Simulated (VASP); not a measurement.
# AlN (P6_3mc) in VASP: notebook

Runs on AlN. Level: PBE. Tasks: electric field gradients.

All numbers are computed with VASP 6.6.1; they aren't measurements. Logs are shortened: lines on timing, memory, paths and dates and some standing lists are left out, and cuts for length are marked.

## (1) The cell of the first run

The structure is hexagonal, space group P6_3mc (No. 186). Conventional cell: a = 3.090 Å, b = 3.090 Å, c = 4.945 Å, α = 90.00°, β = 90.00°, γ = 120.00°. Al (site symmetry 3m) has 4 N at 1.87 to 1.90 Å within 2.5 Å. N (site symmetry 3m) has 4 Al at 1.87 to 1.90 Å within 2.5 Å.

## (2) Electric field gradients, PBE (volume scaled by 0.98)

Input file INCAR:

```
PREC     = Accurate       # precision mode
ENCUT    = 520            # plane-wave cutoff, eV
EDIFF    = 1E-8           # SCF threshold, eV
ISMEAR   = -1             # smearing method
SIGMA    = 0.02           # smearing width, eV
LREAL    = False          # projectors in reciprocal space
LASPH    = True           # aspherical terms in the spheres
NELM     = 60             # most SCF steps
ALGO     = Normal         # electronic algorithm
ISIF     = 2              # what is computed and relaxed
LWAVE    = False          # write WAVECAR
LCHARG   = False          # write CHGCAR
GGA      = PE             # functional
LEFG     = True         
NBANDS   = 16             # bands
```

Input file KPOINTS:

```
regular mesh
0
Gamma
  11 11 6
```

Input file POSCAR:

```
AlN
1.0
    3.0901223134      0.0000000000      0.0000000000
   -1.5450611567      2.6761244242      0.0000000000
    0.0000000000      0.0000000000      4.9445895974
Al N
2 2
Direct
    0.3333333333      0.6666666667      0.0000000000
    0.6666666667      0.3333333333      0.5000000000
    0.3333333333      0.6666666667      0.3850000000
    0.6666666667      0.3333333333      0.8850000000
```

Potentials or basis: VASP PAW PBE potentials, release 64 (Al, N).

On the command line:

```console
$ cat potpaw_PBE.64/Al/POTCAR potpaw_PBE.64/N/POTCAR > POTCAR
$ mpirun -np 1 vasp_std > vasp.out
```

OUTCAR:

```text
PREC = Accurate
   ENCUT = 520
   EDIFF = 1E-8
   ISMEAR = -1
   LREAL = False
   LASPH = True
   NELM = 60
   ISIF = 2
   GGA = PE

 ion  position               nearest neighbor table
   1  0.333  0.667  0.000-   4 1.87   4 1.87   4 1.87   3 1.90   2 3.05   2 3.05   2 3.05   2 3.05
                             2 3.05   2 3.05
   2  0.667  0.333  0.500-   3 1.87   3 1.87   3 1.87   4 1.90   1 3.05   1 3.05   1 3.05   1 3.05
                             1 3.05   1 3.05
   3  0.333  0.667  0.385-   2 1.87   2 1.87   2 1.87   1 1.90
   4  0.667  0.333  0.885-   1 1.87   1 1.87   1 1.87   2 1.90

  LATTYP: Found a hexagonal cell.
 ALAT       =     3.0901223134
 C/A-ratio  =     1.6001274694

  Lattice vectors:

 A1 = (   3.0901223134,   0.0000000000,   0.0000000000)
 A2 = (  -1.5450611567,   2.6761244242,   0.0000000000)
 A3 = (   0.0000000000,   0.0000000000,   4.9445895974)

Analysis of symmetry for initial positions (statically):
=====================================================================
 Subroutine PRICEL returns:
 Original cell was already a primitive cell.

 Routine SETGRP: Setting up the symmetry group for a
 hexagonal supercell.

 Subroutine GETGRP returns: Found 12 space group operations
 (whereof  6 operations were pure point group operations)
 out of a pool of 24 trial point group operations.

The static configuration has the point symmetry C_3v.
 The point group associated with its full space group is C_6v.

Analysis of symmetry for dynamics (positions and initial velocities):
=====================================================================
 Subroutine PRICEL returns:
 Original cell was already a primitive cell.

 Routine SETGRP: Setting up the symmetry group for a
 hexagonal supercell.

 Subroutine GETGRP returns: Found 12 space group operations
 (whereof  6 operations were pure point group operations)
 out of a pool of 24 trial point group operations.

The dynamic configuration has the point symmetry C_3v.
 The point group associated with its full space group is C_6v.

 Subroutine INISYM returns: Found 12 space group operations
 (whereof  6 operations are pure point group operations),
 and found     1 'primitive' translations

----------------------------------------------------------------------------------------

                                     Primitive cell

  volume of cell :      40.8895

  direct lattice vectors                    reciprocal lattice vectors
     3.090122313  0.000000000  0.000000000     0.323611786  0.186837352  0.000000000
    -1.545061157  2.676124424  0.000000000     0.000000000  0.373674703  0.000000000
     0.000000000  0.000000000  4.944589597     0.000000000  0.000000000  0.202241254

  length of vectors
     3.090122313  3.090122313  4.944589597     0.373674703  0.373674703  0.202241254

  position of ions in fractional coordinates (direct lattice)
     0.333333333  0.666666667  0.000000000
     0.666666667  0.333333333  0.500000000
     0.333333333  0.666666667  0.385000000
     0.666666667  0.333333333  0.885000000

  ion indices of the primitive-cell ions
   primitive index   ion index
                 1           1
                 2           2
                 3           3
                 4           4

----------------------------------------------------------------------------------------

 KPOINTS: regular mesh

Automatic generation of k-mesh.
 Grid dimensions read from file:
 generate k-points for:   11   11    6

 Generating k-lattice:

  Cartesian coordinates                     Fractional coordinates (reciprocal lattice)
     0.029419253  0.016985214  0.000000000     0.090909091 -0.000000000  0.000000000
     0.000000000  0.033970428  0.000000000     0.000000000  0.090909091  0.000000000
     0.000000000  0.000000000  0.033706876     0.000000000  0.000000000  0.166666667

  Length of vectors
     0.033970428  0.033970428  0.033706876

  Shift w.r.t. Gamma in fractional coordinates (k-lattice)
     0.000000000  0.000000000  0.000000000

 Subroutine IBZKPT returns following result:
 ===========================================

 Found     64 irreducible k-points:

 Following reciprocal coordinates:
            Coordinates               Weight
  0.000000  0.000000  0.000000      1.000000
  0.090909 -0.000000  0.000000      6.000000
  0.181818 -0.000000  0.000000      6.000000
  0.272727 -0.000000  0.000000      6.000000
  0.363636 -0.000000  0.000000      6.000000
  0.454545 -0.000000  0.000000      6.000000
[... 16 lines left out ...]
  0.090909  0.090909  0.166667     12.000000
  0.181818  0.090909  0.166667     24.000000
 [... further k-points ...]
   k-points           NKPTS =     64   k-points in BZ     NKDIM =     64   number of bands    NBANDS=     16
   number of dos      NEDOS =    301   number of ions     NIONS =      4
   total plane-waves  NPLWV =  23040
   dimension x,y,z NGX =    24 NGY =   24 NGZ =   40
   dimension x,y,z NGXF=    48 NGYF=   48 NGZF=   80
   ions per type =               2   2
   NGX,Y,Z   is equivalent  to a cutoff of  12.91, 12.91, 13.45 a.u.
   NGXF,Y,Z  is equivalent  to a cutoff of  25.82, 25.82, 26.90 a.u.
 SYSTEM =  unknown system
   PREC   = accura    normal or accurate (medium, high low for compatibility)
   ISTART =      0    job   : 0-new  1-cont  2-samecut
   ICHARG =      2    charge: 1-file 2-atom 10-const
   ISPIN  =      1    spin polarized calculation?
   LNONCOLLINEAR =      F non collinear calculations
   LSORBIT =      F    spin-orbit coupling
   LASPH  =      T    aspherical Exc in radial PAW
   ENCUT  =  520.0 eV  38.22 Ry    6.18 a.u.   5.75  5.75  9.19*2*pi/ulx,y,z
   NELM   =     60;   NELMIN=  2; NELMDL= -5     # of ELM steps
   EDIFF  = 0.1E-07   stopping-criterion for ELM
   LREAL  =      F    real-space projection
   EDIFFG = 0.1E-06   stopping-criterion for IOM
   NSW    =      0    number of steps for IOM
   IBRION =     -1    ionic relax: 0-MD 1-quasi-New 2-CG
   NFREE  =      0    steps in history (QN), initial steepest desc. (CG)
   ISIF   =      2    stress and relaxation
   ISYM   =      2    0-nonsym 1-usesym 2-fastsym
   POTIM  = 0.5000    time-step for ionic-motion
   TEBEG  =    0.0;   TEEND  =   0.0 temperature during run
   PSTRESS=    0.0 pullay stress
   NELECT =      16.0000    total number of electrons
   NUPDOWN=      -1.0000    fix difference up-down
   EMIN   =  10.00;   EMAX   =-10.00  energy-range for DOS
   EFERMI =   0.00;   METHOD = LEGACY
   ISMEAR =    -1;   SIGMA  =   0.02  broadening in eV -4-tet -1-fermi 0-gaus
   EFERMI_NEDOS =   21; number of points for ismear=-14 and -15
   IALGO  =     38    algorithm
   IMIX   =      4    mixing-type and parameters
     AMIX     =   0.40;   BMIX     =  1.00
     AMIX_MAG =   1.60;   BMIX_MAG =  1.00
  volume/ion in A,a.u.               =      10.22        68.98
  Fermi-wavevector in a.u.,A,eV,Ry     =   1.197413  2.262783 19.508015  1.433799
  Thomas-Fermi vector in A             =   2.333329
   LORBIT       =      0    0 simple, 1 ext, 2 COOP (PROOUT), +10 PAW based schemes
   GGA     = PE    functional components
   LHFCALC =     F    Hartree Fock is set to
   AEXX    =    0.0000 exact exchange contribution
   IVDW    =     0    specifies the selected vdW correction
   LEPSILON=     F    determine dielectric tensor
   LRPA    =     F    only Hartree local field effects (RPA)
 non-spin polarized calculation
  energy-cutoff  :      520.00
  volume of cell :       40.89
 maximum number of plane-waves:      1118
 NGX is ok and might be reduce to    24
   NGX = 11   NGY = 11   NGZ = 19

 number of electron      15.9999997 magnetization

 Free energy of the ion-electron system (eV)
  ---------------------------------------------------
  ext. energy  EPLUGINS =         0.00000000
  ---------------------------------------------------
  free energy    TOTEN  =       -29.73658717 eV

  energy without entropy =      -29.73658717  energy(sigma->0) =      -29.73658717

 E-fermi :   6.7727     XC(G=0): -11.0034

 val. band max:        6.4162382998   @ k =   0.0000   0.0000   0.0000
 cond. band min:      10.7602513634   @ k =   0.0000   0.0000   0.0000
 fundamental gap:      4.3440130636
 Fermi energy:         6.7727399169

 k-point     1 :       0.0000    0.0000    0.0000
  band No.  band energies     occupation
      1      -8.9575      2.00000
      2      -6.7436      2.00000
      3       0.2896      2.00000
      4       5.4595      2.00000
      5       5.4595      2.00000
      6       6.1170      2.00000
[... 8 lines left out ...]
     15      19.6755      0.00000
     16      19.6755      0.00000

 k-point     2 :       0.0909   -0.0000    0.0000
  band No.  band energies     occupation
      1      -8.8495      2.00000
      2      -6.6822      2.00000
      3       0.4170      2.00000
      4       4.9717      2.00000
      5       5.3205      2.00000
      6       5.6428      2.00000
[... 8 lines left out ...]
     15      19.6912      0.00000
     16      19.7557      0.00000

 k-point     3 :       0.1818   -0.0000    0.0000
  band No.  band energies     occupation
      1      -8.5368      2.00000
      2      -6.5175      2.00000
      3       0.7914      2.00000
      4       3.8194      2.00000
      5       4.6600      2.00000
      6       5.0059      2.00000
[... 8 lines left out ...]
     15      18.8551      0.00000
     16      19.2048      0.00000
[... 362 lines left out ...]
 k-point    23 :       0.0909    0.0909    0.1667
  band No.  band energies     occupation
      1      -8.5345      2.00000
      2      -6.7633      2.00000
      3       0.9880      2.00000
      4       4.4118      2.00000
      5       4.4703      2.00000
      6       5.2486      2.00000
[... 8 lines left out ...]
     15      19.0793      0.00000
     16      19.8064      0.00000

 k-point    24 :       0.1818    0.0909    0.1667
  band No.  band energies     occupation
      1      -8.1438      2.00000
      2      -6.5475      2.00000
      3       1.3429      2.00000
      4       3.2882      2.00000
      5       3.6928      2.00000
      6       4.8131      2.00000
[... 8 lines left out ...]
     15      18.9950      0.00000
     16      20.0347      0.00000

 [... further k-points ...]

------------------------ aborting loop because EDIFF is reached ----------------------------------------

  FORCE on cell =-STRESS in cart. coord.  units (eV):
  Direction    XX          YY          ZZ          XY          YZ          ZX
  --------------------------------------------------------------------------------------
  -------------------------------------------------------------------------------------
  Total        2.2873618      2.2873618      1.6885739      0.0000000      0.0000000     -0.0000000
  in kB       89.6258374     89.6258374     66.1634925      0.0000000      0.0000000     -0.0000000
  external PRESSURE =      81.8050557 kB  Pullay stress =       0.0000000 kB

 VOLUME and BASIS-vectors are now :
 -----------------------------------------------------------------------------
  energy-cutoff  :      520.00
  volume of cell :       40.89
      direct lattice vectors                 reciprocal lattice vectors
     3.090122313  0.000000000  0.000000000     0.323611786  0.186837352  0.000000000
    -1.545061157  2.676124424  0.000000000     0.000000000  0.373674703  0.000000000
     0.000000000  0.000000000  4.944589597     0.000000000  0.000000000  0.202241254

 POSITION                                       TOTAL-FORCE (eV/Angst)
 -----------------------------------------------------------------------------------
     -0.00000      1.78408      0.00000         0.000000      0.000000      0.182265
      1.54506      0.89204      2.47229        -0.000000      0.000000      0.182265
     -0.00000      1.78408      1.90367         0.000000     -0.000000     -0.182265
      1.54506      0.89204      4.37596        -0.000000      0.000000     -0.182265
 -----------------------------------------------------------------------------------
    total drift:                                0.000000      0.000000     -0.000545

  FREE ENERGIE OF THE ION-ELECTRON SYSTEM (eV)
  ---------------------------------------------------
  free  energy   TOTEN  =       -29.7365871663 eV

  energy  without entropy=      -29.7365871663  energy(sigma->0) =      -29.73658717

 Electric field gradients (V/A^2)
---------------------------------------------------------------------
 ion       V_xx      V_yy      V_zz      V_xy      V_xz      V_yz
---------------------------------------------------------------------
   1      -4.410    -4.410     8.819     0.000    -0.000     0.000
   2      -4.410    -4.410     8.819     0.000     0.000    -0.000
   3      -0.387    -0.387     0.774     0.000    -0.000     0.000
   4      -0.387    -0.387     0.774     0.000     0.000    -0.000
---------------------------------------------------------------------

 Electric field gradients after diagonalization (V/A^2)
 (convention: |V_zz| > |V_xx| > |V_yy|)
----------------------------------------------------------------------
 ion       V_xx      V_yy      V_zz     asymmetry (V_yy - V_xx)/ V_zz
----------------------------------------------------------------------
   1      -4.410    -4.410     8.819       0.000
   2      -4.410    -4.410     8.819       0.000
   3      -0.387    -0.387     0.774       0.000
   4      -0.387    -0.387     0.774       0.000
----------------------------------------------------------------------

           NMR quadrupolar parameters

 Cq : quadrupolar parameter    Cq=e*Q*V_zz/h
 eta: asymmetry parameters     (V_yy - V_xx)/ V_zz
 Q  : nuclear electric quadrupole moment in mb (millibarn)
----------------------------------------------------------------------
 ion       Cq(MHz)       eta       Q (mb)
----------------------------------------------------------------------
   1       0.021       0.000       1.000
   2       0.021       0.000       1.000
   3       0.002       0.000       1.000
   4       0.002       0.000       1.000
----------------------------------------------------------------------
```

Run time: 14 s. Hardware: 1 thread of Intel Xeon 6975P-C (Granite Rapids), shared host; peak memory 0.17 GiB.

Results:

```yaml
Free_energy: -29.7366 eV
Pressure: 8.2 GPa
Largest_force: 0.182 eV/Å
Band_gap_on_the_k_mesh: 4.34 eV, direct
```

Forces in eV/Å, atoms in the order of the input:
```
Al   0.000  0.000  0.182
Al   0.000  0.000  0.182
N    0.000  0.000 -0.182
N    0.000  0.000 -0.182
```

Stress tensor (GPa, compression positive):
```
8.96 0.00 0.00
0.00 8.96 0.00
0.00 0.00 6.62
```

Levels at points of the mesh, in eV from the valence-band top:
| k point | band 4 | band 5 | band 6 | band 7 | band 8 | band 9 | band 10 | band 11 | band 12 | band 13 |
| --- | --- | --- | --- | --- | --- | --- | --- | --- | --- | --- |
| (0.00, 0.00, 0.00) | -0.96 | -0.96 | -0.30 | -0.30 | 0.00 | 4.34 | 6.80 | 10.77 | 11.24 | 11.24 |
| (0.00, 0.00, 0.50) | -3.39 | -0.64 | -0.64 | -0.64 | -0.64 | 6.62 | 6.62 | 10.45 | 10.45 | 11.56 |

Electric field gradients, principal values (V/Å²):
| atom | least | middle | greatest (by size) |
| --- | --- | --- | --- |
| 1 Al | -4.410 | -4.410 | 8.819 |
| 2 Al | -4.410 | -4.410 | 8.819 |
| 3 N | -0.387 | -0.387 | 0.774 |
| 4 N | -0.387 | -0.387 | 0.774 |

Caveat: without QUAD_EFG the Cq values of the log hold for a quadrupole moment of 1 mb, not for the nuclei. A k mesh can miss the band edges.

(Continued in part 2 of 3.)
